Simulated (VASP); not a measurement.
Here is a VASP 6.6.1 calculation.

Contents of INCAR:

```
SYSTEM = Rh
PREC = Accurate ; ENCUT = 520
EDIFF = 1E-7 ; ISMEAR = 0
SIGMA = 0.15 ; LREAL = .FALSE.
LASPH = .TRUE. ; NELM = 100
ALGO = Fast ; ISIF = 2
LWAVE = .FALSE. ; LCHARG = .FALSE.
GGA = PS ; NBANDS = 14
```

The input KPOINTS:

```
regular mesh
0
G
  28 28 28
  0 0 0
```

File POSCAR:

```
Rh
1.0
    0.0000000000      1.8427466652      1.9844964087
    1.8427466652      0.0000000000      1.9844964087
    1.8427466652      1.8427466652      0.0000000000
Rh
1
Direct
    0.0000000000      0.0000000000      0.0000000000
```

Potentials or basis: VASP PAW PBE potentials, release 64 (Rh_pv).

Launch:

```sh
$ cat potpaw_PBE.64/Rh_pv/POTCAR > POTCAR
$ mpirun -np 1 vasp_std > vasp.out
```

(1) What does it give for the band gap on the k mesh?

(2) What does it give for the pressure?

Results:

(1) zero (an odd number of electrons rules out a gap without spin polarisation).

(2) 1.5 GPa.

Caveat: the cell differs from its parent crystal (strain -0.025 along x and y, +0.050 along z); the stress differs along the axes, from -12 to 8 GPa; the PAW data sets were made with another functional, which shifts forces and pressure a little.
